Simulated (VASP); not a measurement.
# Ga3Se (P4/mmm) in VASP: single point with PBEsol+D3(BJ)

Aim: the single point of Ga3Se with PBEsol+D3(BJ).

Everything below comes from runs of VASP 6.6.1. Logs are shortened: lines on timing, memory, paths and dates and some standing lists are left out, and cuts for length are marked.

### Step 1. The cell of the first run

It takes space group P4/mmm (No. 123, tetragonal). The conventional cell has a = 4.225 Å, b = 4.225 Å, c = 4.014 Å, α = 90.00°, β = 90.00°, γ = 90.00°. Ga (site symmetry mmm) has 8 Ga at 2.91 to 2.99 Å and 4 Se at 2.91 Å within 3.8 Å. Within 3.8 Å of Ga (site symmetry 4/mmm) lie 8 Ga at 2.91 Å and 4 Se at 2.99 Å. Within 3.8 Å of Se (site symmetry 4/mmm) lie 12 Ga at 2.91 to 2.99 Å.

### Step 2. Single point, PBEsol+D3(BJ) (strain -0.0500 x Voigt [0, 1, 0, 0, 0, 0])

Contents of INCAR:

```
ALGO = Normal
EDIFF = 1E-6
ENCUT = 520
GGA = PS
ISIF = 2
ISMEAR = 0
IVDW = 12
LASPH = True
LCHARG = True
LELF = True
LREAL = False
LVHAR = True
LWAVE = False
NBANDS = 30
NELM = 60
PREC = Accurate
SIGMA = 0.15
```

Contents of KPOINTS:

```
k-points
0
Gamma
  12 12 12
```

Contents of POSCAR:

```
Ga3Se
1.0
    4.2249181734      0.0000000000      0.0000000000
    0.0000000000      4.0136722647      0.0000000000
    0.0000000000      0.0000000000      4.2249181734
Ga Se
3 1
Direct
    0.0000000000      0.5000000000      0.5000000000
    0.5000000000      0.0000000000      0.5000000000
    0.5000000000      0.5000000000      0.0000000000
    0.0000000000      0.0000000000      0.0000000000
```

Potentials or basis: VASP PAW PBE potentials, release 64 (Ga_d, Se).

Launch:

```console
cat potpaw_PBE.64/Ga_d/POTCAR potpaw_PBE.64/Se/POTCAR > POTCAR
mpirun -np 1 vasp_std > vasp.out
```

OUTCAR:

```text
EDIFF = 1E-6
   ENCUT = 520
   GGA = PS
   ISIF = 2
   ISMEAR = 0
   IVDW = 12
   LASPH = True
   LREAL = False
   NELM = 60
   PREC = Accurate
 IVDW          = 12

 ion  position               nearest neighbor table
   1  0.000  0.500  0.500-   2 2.91   2 2.91   2 2.91   2 2.91
   2  0.500  0.000  0.500-   1 2.91   3 2.91   3 2.91   1 2.91   3 2.91   3 2.91   1 2.91   1 2.91

   3  0.500  0.500  0.000-   2 2.91   2 2.91   2 2.91   2 2.91
   4  0.000  0.000  0.000-

  LATTYP: Found a simple tetragonal cell.
 ALAT       =     4.2249181734
 C/A-ratio  =     0.9500000000

  Lattice vectors:

 A1 = (  -4.2249181734,   0.0000000000,   0.0000000000)
 A2 = (   0.0000000000,   0.0000000000,   4.2249181734)
 A3 = (   0.0000000000,   4.0136722647,   0.0000000000)

Analysis of symmetry for initial positions (statically):
=====================================================================
 Subroutine PRICEL returns:
 Original cell was already a primitive cell.

 Routine SETGRP: Setting up the symmetry group for a
 simple tetragonal supercell.

 Subroutine GETGRP returns: Found 16 space group operations
 (whereof 16 operations were pure point group operations)
 out of a pool of 16 trial point group operations.

The static configuration has the point symmetry D_4h.

Analysis of symmetry for dynamics (positions and initial velocities):
=====================================================================
 Subroutine PRICEL returns:
 Original cell was already a primitive cell.

 Routine SETGRP: Setting up the symmetry group for a
 simple tetragonal supercell.

 Subroutine GETGRP returns: Found 16 space group operations
 (whereof 16 operations were pure point group operations)
 out of a pool of 16 trial point group operations.

The dynamic configuration has the point symmetry D_4h.

 Subroutine INISYM returns: Found 16 space group operations
 (whereof 16 operations are pure point group operations),
 and found     1 'primitive' translations

----------------------------------------------------------------------------------------

                                     Primitive cell

  volume of cell :      71.6438

  direct lattice vectors                    reciprocal lattice vectors
     4.224918173  0.000000000  0.000000000     0.236690975  0.000000000  0.000000000
     0.000000000  4.013672265  0.000000000     0.000000000  0.249148394  0.000000000
     0.000000000  0.000000000  4.224918173     0.000000000  0.000000000  0.236690975

  length of vectors
     4.224918173  4.013672265  4.224918173     0.236690975  0.249148394  0.236690975

  position of ions in fractional coordinates (direct lattice)
     0.000000000  0.500000000  0.500000000
     0.500000000  0.000000000  0.500000000
     0.500000000  0.500000000  0.000000000
     0.000000000  0.000000000  0.000000000

  ion indices of the primitive-cell ions
   primitive index   ion index
                 1           1
                 2           2
                 3           3
                 4           4

----------------------------------------------------------------------------------------

 KPOINTS: k-points

Automatic generation of k-mesh.
 Grid dimensions read from file:
 generate k-points for:   12   12   12

 Generating k-lattice:

  Cartesian coordinates                     Fractional coordinates (reciprocal lattice)
     0.019724248  0.000000000  0.000000000     0.083333333  0.000000000  0.000000000
     0.000000000  0.020762366  0.000000000     0.000000000  0.083333333  0.000000000
     0.000000000  0.000000000  0.019724248     0.000000000  0.000000000  0.083333333

  Length of vectors
     0.019724248  0.020762366  0.019724248

  Shift w.r.t. Gamma in fractional coordinates (k-lattice)
     0.000000000  0.000000000  0.000000000

 Subroutine IBZKPT returns following result:
 ===========================================

 Found    196 irreducible k-points:

 Following reciprocal coordinates:
            Coordinates               Weight
  0.000000  0.000000  0.000000      1.000000
  0.083333  0.000000  0.000000      4.000000
  0.166667  0.000000  0.000000      4.000000
  0.250000  0.000000  0.000000      4.000000
  0.333333  0.000000  0.000000      4.000000
  0.416667  0.000000  0.000000      4.000000
[... 16 lines left out ...]
  0.083333  0.250000  0.000000      8.000000
  0.166667  0.250000  0.000000      8.000000
 [... further k-points ...]
   k-points           NKPTS =    196   k-points in BZ     NKDIM =    196   number of bands    NBANDS=     30
   number of dos      NEDOS =    301   number of ions     NIONS =      4
   total plane-waves  NPLWV =  30720
   dimension x,y,z NGX =    32 NGY =   30 NGZ =   32
   dimension x,y,z NGXF=    64 NGYF=   60 NGZF=   64
   ions per type =               3   1
   NGX,Y,Z   is equivalent  to a cutoff of  12.59, 12.43, 12.59 a.u.
   NGXF,Y,Z  is equivalent  to a cutoff of  25.18, 24.85, 25.18 a.u.
 SYSTEM =  unknown system
   PREC   = accura    normal or accurate (medium, high low for compatibility)
   ISTART =      0    job   : 0-new  1-cont  2-samecut
   ICHARG =      2    charge: 1-file 2-atom 10-const
   ISPIN  =      1    spin polarized calculation?
   LNONCOLLINEAR =      F non collinear calculations
   LSORBIT =      F    spin-orbit coupling
   LASPH  =      T    aspherical Exc in radial PAW
   ENCUT  =  520.0 eV  38.22 Ry    6.18 a.u.   7.86  7.46  7.86*2*pi/ulx,y,z
   NELM   =     60;   NELMIN=  2; NELMDL= -5     # of ELM steps
   EDIFF  = 0.1E-05   stopping-criterion for ELM
   LREAL  =      F    real-space projection
   EDIFFG = 0.1E-04   stopping-criterion for IOM
   NSW    =      0    number of steps for IOM
   IBRION =     -1    ionic relax: 0-MD 1-quasi-New 2-CG
   NFREE  =      0    steps in history (QN), initial steepest desc. (CG)
   ISIF   =      2    stress and relaxation
   ISYM   =      2    0-nonsym 1-usesym 2-fastsym
   POTIM  = 0.5000    time-step for ionic-motion
   TEBEG  =    0.0;   TEEND  =   0.0 temperature during run
   PSTRESS=    0.0 pullay stress
   NELECT =      45.0000    total number of electrons
   NUPDOWN=      -1.0000    fix difference up-down
   EMIN   =  10.00;   EMAX   =-10.00  energy-range for DOS
   EFERMI =   0.00;   METHOD = LEGACY
   ISMEAR =     0;   SIGMA  =   0.15  broadening in eV -4-tet -1-fermi 0-gaus
   EFERMI_NEDOS =   21; number of points for ismear=-14 and -15
   IALGO  =     38    algorithm
   IMIX   =      4    mixing-type and parameters
     AMIX     =   0.40;   BMIX     =  1.00
     AMIX_MAG =   1.60;   BMIX_MAG =  1.00
  volume/ion in A,a.u.               =      17.91       120.87
  Fermi-wavevector in a.u.,A,eV,Ry     =   1.402016  2.649425 26.744259  1.965648
  Thomas-Fermi vector in A             =   2.524819
   LORBIT       =      0    0 simple, 1 ext, 2 COOP (PROOUT), +10 PAW based schemes
   GGA     = PS    functional components
   LHFCALC =     F    Hartree Fock is set to
   AEXX    =    0.0000 exact exchange contribution
   IVDW    =    12    specifies the selected vdW correction
   LEPSILON=     F    determine dielectric tensor
   LRPA    =     F    only Hartree local field effects (RPA)
 non-spin polarized calculation
 Gauss-broadening in eV      SIGMA  =   0.15
  energy-cutoff  :      520.00
  volume of cell :       71.64
 maximum number of plane-waves:      1964
 NGX is ok and might be reduce to    32
   NGX = 15   NGY = 15   NGZ = 15

 number of electron      44.9999977 magnetization

 Free energy of the ion-electron system (eV)
  ---------------------------------------------------
  ext. energy  EPLUGINS =         0.00000000
  ---------------------------------------------------
  free energy    TOTEN  =       -13.89487410 eV

  energy without entropy =      -13.87805704  energy(sigma->0) =      -13.88646557

 E-fermi :   6.3925     XC(G=0): -11.3603

 val. band max:        6.3916503866   @ k =   0.5000   0.4167   0.0000
 cond. band min:       6.3977482847   @ k =   0.2500   0.0833   0.1667
 fundamental gap:      0.0060978981
 Fermi energy:         6.3924719682

 k-point     1 :       0.0000    0.0000    0.0000
  band No.  band energies     occupation
      1      -8.9321      2.00000
      2      -8.7314      2.00000
      3      -8.7314      2.00000
      4      -8.7122      2.00000
      5      -8.6572      2.00000
      6      -8.6385      2.00000
[... 22 lines left out ...]
     29      12.8232      0.00000
     30      13.3470      0.00000

 k-point     2 :       0.0833    0.0000    0.0000
  band No.  band energies     occupation
      1      -8.9163      2.00000
      2      -8.7300      2.00000
      3      -8.7255      2.00000
      4      -8.7074      2.00000
      5      -8.6554      2.00000
      6      -8.6351      2.00000
[... 22 lines left out ...]
     29      13.1588      0.00000
     30      13.8932      0.00000

 k-point     3 :       0.1667    0.0000    0.0000
  band No.  band energies     occupation
      1      -8.8729      2.00000
      2      -8.7263      2.00000
      3      -8.7084      2.00000
      4      -8.6934      2.00000
      5      -8.6512      2.00000
      6      -8.6241      2.00000
[... 22 lines left out ...]
     29      13.8795      0.00000
     30      14.1867      0.00000

 k-point     4 :       0.2500    0.0000    0.0000
  band No.  band energies     occupation
      1      -8.8121      2.00000
      2      -8.7210      2.00000
      3      -8.6813      2.00000
      4      -8.6711      2.00000
      5      -8.6466      2.00000
      6      -8.6059      2.00000
[... 616 lines left out ...]
     29      13.8136      0.00000
     30      13.8929      0.00000

 k-point    23 :       0.0833    0.2500    0.0000
  band No.  band energies     occupation
      1      -8.7915      2.00000
      2      -8.6953      2.00000
      3      -8.6809      2.00000
      4      -8.6778      2.00000
      5      -8.6241      2.00000
      6      -8.6130      2.00000
[... 22 lines left out ...]
     29      14.0977      0.00000
     30      14.2475      0.00000

 k-point    24 :       0.1667    0.2500    0.0000
  band No.  band energies     occupation
      1      -8.7731      2.00000
      2      -8.6921      2.00000
      3      -8.6729      2.00000
      4      -8.6634      2.00000
      5      -8.6186      2.00000
      6      -8.6018      2.00000
[... 22 lines left out ...]
     29      13.0870      0.00000
     30      13.6569      0.00000

 [... further k-points ...]

------------------------ aborting loop because EDIFF is reached ----------------------------------------

 Edisp (eV)   -1.36479

 E8    (eV) :    -0.9238

  FORCE on cell =-STRESS in cart. coord.  units (eV):
  Direction    XX          YY          ZZ          XY          YZ          ZX
  --------------------------------------------------------------------------------------
  -------------------------------------------------------------------------------------
  Total       1.57198     1.54317     1.57198     0.00000     0.00000     0.00000
  in kB      35.15426    34.51003    35.15426     0.00000     0.00000     0.00000
  external pressure =       34.94 kB  Pullay stress =        0.00 kB

 VOLUME and BASIS-vectors are now :
 -----------------------------------------------------------------------------
  energy-cutoff  :      520.00
  volume of cell :       71.64
      direct lattice vectors                 reciprocal lattice vectors
     4.224918173  0.000000000  0.000000000     0.236690975  0.000000000  0.000000000
     0.000000000  4.013672265  0.000000000     0.000000000  0.249148394  0.000000000
     0.000000000  0.000000000  4.224918173     0.000000000  0.000000000  0.236690975

 POSITION                                       TOTAL-FORCE (eV/Angst)
 -----------------------------------------------------------------------------------
      0.00000      2.00684      2.11246         0.000000      0.000000      0.000000
      2.11246      0.00000      2.11246         0.000000      0.000000      0.000000
      2.11246      2.00684      0.00000         0.000000      0.000000      0.000000
      0.00000      0.00000      0.00000         0.000000      0.000000      0.000000
 -----------------------------------------------------------------------------------
    total drift:                                0.000000     -0.000000     -0.000000

  FREE ENERGIE OF THE ION-ELECTRON SYSTEM (eV)
  ---------------------------------------------------
  free  energy   TOTEN  =       -15.2596686797 eV

  energy  without entropy=      -15.2428516192  energy(sigma->0) =      -15.25126015
```

Run time: 1.8 min. Hardware: 1 thread of Intel Xeon 6975P-C (Granite Rapids), shared host; peak memory 0.44 GiB.

Results:

```yaml
Free_energy: -15.2597 eV
Pressure: 3.5 GPa
Band_gap_on_the_k_mesh: zero (an odd number of electrons rules out a gap without spin polarisation)
Dispersion_energy_per_atom: -0.341 eV
```

Levels at points of the mesh, in eV from the Fermi level:
```tsv
k point	band 20	band 21	band 22	band 23	band 24	band 25	band 26	band 27
(0.00, 0.00, 0.00)	-4.34	-3.00	-2.24	1.73	1.73	1.98	4.90	4.90
(0.50, 0.00, 0.00)	-3.25	-1.78	-0.98	-0.76	-0.29	0.86	4.80	4.92
(0.00, 0.50, 0.00)	-3.49	-1.72	-1.41	-0.74	-0.74	0.47	4.48	4.48
(0.50, 0.50, 0.00)	-2.73	-1.23	-0.60	-0.50	1.29	1.37	1.55	1.79
(0.50, 0.00, 0.50)	-2.50	-0.65	0.07	0.07	1.78	1.78	2.25	2.46
(0.50, 0.50, 0.50)	-5.35	-5.35	-5.31	-4.37	4.58	4.58	5.43	9.48
```

Caveat: the cell differs from its parent crystal (strain -0.0500 x Voigt [0, 1, 0, 0, 0, 0]); the cell stands under pressure; the PAW data sets were made with another functional, which shifts forces and pressure a little.
